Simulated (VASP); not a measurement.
Lu2AlSb2:

```
Lu Sb Al
1.0
     0.00000    0.00000    4.41374
     4.64210   -3.12304    2.20687
     4.64210    3.12304   -2.20687
Lu Sb Al
2 2 1
Direct
  0.50000 0.71113 0.71113
  0.50000 0.28887 0.28887
  0.78930 0.71070 0.28930
  0.21070 0.28930 0.71070
  0.00000 0.00000 0.00000
```

- Program: VASP 6.6.1
- Task: relaxation of cell and atoms
- Functional: PBE
- Potentials or basis: VASP PAW PBE potentials, release 64 (Lu, Sb, Al)
- Cutoff: 600 eV
- k mesh: 5 × 5 × 5
- Occupations: methfessel-paxton, width 0.0161 eV
- Spin: no spin polarisation

At the start: pressure -0.4 GPa; volume 25.60 Å³/atom.

Task: Where does the relaxation end?

Result: Over 24 steps the energy falls by 286.3 meV/atom and the volume is 24.90 Å³/atom (-2.7 %); space group Immm (No. 71, to 0.1 Å) before and after.

The path:
| step | energy change (eV) | largest force (eV/Å) | pressure (GPa) | volume (Å³) |
| --- | --- | --- | --- | --- |
| 1 | 0.0000 | 2.4924 | -0.36 | 127.98 |
| 2 | -0.8961 | 0.5576 | -1.50 | 126.36 |
| 3 | -1.0083 | 1.2749 | -0.42 | 125.30 |
| 4 | -1.0127 | 1.4081 | -0.30 | 125.04 |
| 5 | -1.3222 | 0.7503 | 0.53 | 123.54 |
| 6 | -1.3717 | 0.4060 | 1.22 | 122.71 |
| 7 | -1.3711 | 0.3173 | 1.47 | 122.33 |
| 8 | -1.3733 | 0.3450 | 1.53 | 122.49 |
| 9 | -1.3990 | 0.2506 | -1.28 | 127.45 |
| 10 | -1.4033 | 0.2751 | -0.48 | 125.94 |
| 11 | -1.4033 | 0.2723 | -0.80 | 126.17 |
| 12 | -1.4033 | 0.2739 | -0.66 | 126.04 |
| 13 | -1.4216 | 0.1755 | -0.31 | 125.09 |
| 14 | -1.4265 | 0.1114 | 0.00 | 124.35 |
| 15 | -1.4266 | 0.1020 | 0.08 | 124.20 |
| 16 | -1.4311 | 0.0357 | 0.11 | 124.26 |
| 17 | -1.4315 | 0.0288 | 0.10 | 124.27 |
| 18 | -1.4315 | 0.0283 | 0.09 | 124.28 |
| 19 | -1.4316 | 0.0031 | -0.17 | 124.67 |
| 20 | -1.4317 | 0.0112 | -0.03 | 124.51 |
| 21 | -1.4317 | 0.0102 | -0.05 | 124.53 |
| 22 | -1.4317 | 0.0012 | -0.03 | 124.40 |
| 23 | -1.4317 | 0.0009 | 0.10 | 124.42 |
| 24 | -1.4317 | 0.0060 | -0.01 | 124.48 |

Final structure:
```yaml
crystal:
  lattice:
    - [0.00000, 0.00000, 4.01999]
    - [4.11092, -3.76621, 2.00999]
    - [4.11092, 3.76621, -2.00999]
  atoms:
    - { symbol: Lu, position: [0.50000, 0.71739, 0.71739] }
    - { symbol: Lu, position: [0.50000, 0.28261, 0.28261] }
    - { symbol: Sb, position: [0.77831, 0.72169, 0.27831] }
    - { symbol: Sb, position: [0.22169, 0.27831, 0.72169] }
    - { symbol: Al, position: [0.00000, 0.00000, 0.00000] }
```
